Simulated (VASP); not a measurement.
AlRu (CsCl type), 2 atoms in the cell. Symmetry: Pm-3m, No. 221, cubic system. The conventional cell has a = 2.631 Å, b = 2.631 Å, c = 2.631 Å, α = 90.00°, β = 90.00°, γ = 90.00°. Ru (site symmetry m-3m) has 8 Al at 2.28 Å and 6 Ru at 2.63 Å within 3.0 Å. Within 3.0 Å of Al (site symmetry m-3m) lie 8 Ru at 2.28 Å and 6 Al at 2.63 Å. 

```yaml
Program: VASP 6.6.1
Task: single point
Functional: PBE
Potentials_or_basis: VASP PAW PBE potentials, release 64 (Ru_pv, Al)
Cutoff: 520 eV
k_mesh: 15 × 15 × 15
Occupations: fermi-dirac, width 0.1 eV
Spin: no spin polarisation
Dipole_correction: no
Further_INCAR_settings: ALGO = Normal; EDIFF = 1e-06; NBANDS = 16
```

Potentials or basis: VASP PAW PBE potentials, release 64 (Ru_pv, Al).

Run with:

```bash
$ cat potpaw_PBE.64/Ru_pv/POTCAR potpaw_PBE.64/Al/POTCAR > POTCAR
$ mpirun -np 1 vasp_std > vasp.out
```

Hardware: 1 thread of Intel(R) Xeon(R) 6975P-C (Granite Rapids) (shared host).

Question: How long does it take, and how much memory?

Answer: Run time: 9.5 s on 1 thread of Intel(R) Xeon(R) 6975P-C (Granite Rapids) (shared host), peak memory 0.15 GiB. Counts: scf iterations 11, k points 120.
